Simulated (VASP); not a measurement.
Ag:

```
Ag
1.0
     2.88620    0.00000    0.00000
    -1.44310    2.49952    0.00000
     0.00000    0.00000   10.00000
Ag
4
Direct
  0.33333 0.66667 0.25000
  0.66667 0.33333 0.75000
  0.00000 0.00000 0.00000
  0.00000 0.00000 0.50000
```

```yaml
Program: VASP 6.6.1
Task: relaxation of cell and atoms
Functional: BLYP
Potentials_or_basis: VASP PAW PBE potentials, release 64 (Ag)
Cutoff: 600 eV
k_mesh: 13 × 13 × 3
Occupations: fermi-dirac, width 0.1 eV
Spin: no spin polarisation
```

At the start: pressure 6.1 GPa; volume 18.04 Å³/atom.

Question: How do energy, volume and symmetry change on relaxing?

Answer: Over 10 steps the energy falls by 28.6 meV/atom and the volume is 19.32 Å³/atom (+7.1 %); space group P6_3/mmc (No. 194, to 0.05 Å).

The path:
| step | energy change (eV) | largest force (eV/Å) | pressure (GPa) | volume (Å³) |
| --- | --- | --- | --- | --- |
| 1 | 0.0000 | 0.0000 | 6.11 | 72.14 |
| 2 | -0.0965 | 0.0000 | -1.76 | 79.55 |
| 3 | -0.1060 | 0.0000 | -0.21 | 77.64 |
| 4 | -0.1060 | 0.0000 | -0.33 | 77.76 |
| 5 | -0.1103 | 0.0000 | -0.21 | 77.58 |
| 6 | -0.1145 | 0.0000 | 0.14 | 77.12 |
| 7 | -0.1145 | 0.0000 | 0.07 | 77.15 |
| 8 | -0.1145 | 0.0000 | 0.15 | 77.14 |
| 9 | -0.1145 | 0.0000 | -0.11 | 77.39 |
| 10 | -0.1146 | 0.0000 | 0.02 | 77.29 |

Final structure:
```
Ag
1.0
     3.00171    0.00000    0.00000
    -1.50086    2.59956    0.00000
     0.00000    0.00000    9.90442
Ag
4
Direct
  0.33333 0.66667 0.25000
  0.66667 0.33333 0.75000
  0.00000 0.00000 0.00000
  0.00000 0.00000 0.50000
```

Caveat: the PAW data sets were made with another functional, which shifts forces and pressure a little.
